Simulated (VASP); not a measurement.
Set up this calculation in VASP 6.6.1, as the native input.

```yaml
Task: single point
Functional: PBE
Potentials_or_basis: VASP PAW PBE potentials, release 64 (Ti_sv)
Cutoff: 520 eV
k_mesh: 24 × 24 × 14
Occupations: gaussian, width 0.15 eV
Spin: no spin polarisation
Dipole_correction: no
Further_INCAR_settings: ALGO = Fast; EDIFF = 1e-06; NBANDS = 19
```

The structure of Ti lies in POSCAR:

```
Ti
1.0
    2.8910552872      0.0000000000      0.0000000000
   -1.4455276436      2.5037273225      0.0000000000
    0.0000000000      0.0000000000      4.8043912022
Ti
2
Direct
    0.3333333333      0.6666666667      0.2500000000
    0.6666666667      0.3333333333      0.7500000000
```

This cell differs from its parent crystal: ratio of the length along z to the lengths across it x 1.05, volume and fractional coordinates fixed.

These files were run (other wordings do the same):

INCAR

```
ALGO = Fast
EDIFF = 1E-6
ENCUT = 520
GGA = PE
ISIF = 2
ISMEAR = 0
LASPH = True
LCHARG = False
LREAL = False
LWAVE = False
NBANDS = 19
NELM = 60
PREC = Accurate
SIGMA = 0.15
```

KPOINTS

```
k-points
0
Gamma
  24 24 14
```

Potentials or basis: VASP PAW PBE potentials, release 64 (Ti_sv).

Run with:

```bash
$ cat potpaw_PBE.64/Ti_sv/POTCAR > POTCAR
$ mpirun -np 1 vasp_std > vasp.out
```

It gave:

```
Pressure               : -0.4 GPa
Band gap on the k mesh : zero (bands 12 and 13 overlap by 0.90 eV)
```

Caveat: the stress differs along the axes, from -4 to 1 GPa.

Run time: 4.7 min on 1 thread of Intel(R) Xeon(R) 6975P-C (Granite Rapids) (shared host), peak memory 0.36 GiB.
